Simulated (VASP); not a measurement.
# BeTe: single point with PBE

Crystal: BeTe.

```xyz
2
Lattice="0.0000 2.8286 2.8286 2.8286 0.0000 2.8286 2.8286 2.8286 0.0000" Properties=species:S:1:pos:R:3 pbc="T T T"
Be    0.0000    0.0000    0.0000
Te    1.4143    1.4143    1.4143
```

```yaml
Program: VASP 6.6.1
Task: single point
Functional: PBE
Potentials_or_basis: VASP PAW PBE potentials, release 64 (Be, Te)
Cutoff: 600 eV
k_mesh: 8 × 8 × 8
Occupations: gaussian, width 0.01 eV
Spin: no spin polarisation
Dipole_correction: no
Further_INCAR_settings: ALGO = Normal; EDIFF = 1e-06; NBANDS = 11
```

| Property | Result |
| --- | --- |
| Pressure | 0.3 GPa |
| Band gap on the k mesh | 2.01 eV, indirect (least direct gap 3.62 eV) |

Levels at points of the mesh, in eV from the valence-band top:
| k point | band 1 | band 2 | band 3 | band 4 | band 5 | band 6 | band 7 | band 8 | band 9 |
| --- | --- | --- | --- | --- | --- | --- | --- | --- | --- |
| (0.00, 0.00, 0.00) | -12.21 | 0.00 | 0.00 | 0.00 | 3.62 | 3.62 | 3.62 | 3.72 | 8.30 |
| (0.50, 0.00, 0.00) | -10.90 | -5.46 | -1.11 | -1.11 | 3.04 | 4.60 | 4.60 | 7.82 | 10.88 |
| (0.50, 0.50, 0.00) | -10.42 | -5.04 | -2.59 | -2.59 | 2.01 | 2.68 | 9.62 | 9.62 | 11.47 |

Run time: 12 s on 1 thread of Intel(R) Xeon(R) Platinum 8375C CPU @ 2.90GHz (Ice Lake), on a shared host, peak memory 0.18 GiB.

Caveat: spin-orbit coupling is left out, which moves the levels of the heavy elements. A hybrid or GW would open this gap; PBE tends to underestimate it.
